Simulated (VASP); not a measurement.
Wanted: the native input for a VASP 6.6.1 run.

```
Task                   : single point
Functional             : PBEsol
Potentials or basis    : VASP PAW PBE potentials, release 64 (Lu, Hg)
Cutoff                 : 520 eV
k mesh                 : 12 × 12 × 12
Occupations            : gaussian, width 0.1 eV
Spin                   : no spin polarisation
Dipole correction      : no
Further INCAR settings : ALGO = Normal; EDIFF = 1e-07; NBANDS = 26
```

The structure of LuHg lies in POSCAR:

```
LuHg
1.0
    3.5896698920      0.0000000000      0.0000000000
    0.0000000000      3.5896698920      0.0000000000
    0.0000000000      0.0000000000      3.5896698920
Lu Hg
1 1
Direct
    0.5000000000      0.5000000000      0.5000000000
    0.0000000000      0.0000000000      0.0000000000
```

The input as run:

INCAR

```
PREC = Accurate ; ENCUT = 520
EDIFF = 1E-7 ; ISMEAR = 0
SIGMA = 0.1 ; LREAL = F
LASPH = T ; NELM = 100
ALGO = Normal ; ISIF = 2
LWAVE = F ; LCHARG = T
GGA = PS ; LELF = T
LVHAR = T ; NBANDS = 26
```

KPOINTS

```
Automatic mesh
0
Gamma
  12 12 12
```

Potentials or basis: VASP PAW PBE potentials, release 64 (Lu, Hg).

Run with:

```sh
$ cat potpaw_PBE.64/Lu/POTCAR potpaw_PBE.64/Hg/POTCAR > POTCAR
$ mpirun -np 1 vasp_std > vasp.out
```

Results of the run:

```
Pressure : 0.2 GPa
```

Caveat: the PAW data sets were made with another functional, which shifts forces and pressure a little.

Wall time 84 s on 1 thread of Intel(R) Xeon(R) Platinum 8259CL CPU @ 2.50GHz (Skylake/Cascade Lake), on a shared host, peak memory 0.24 GiB.
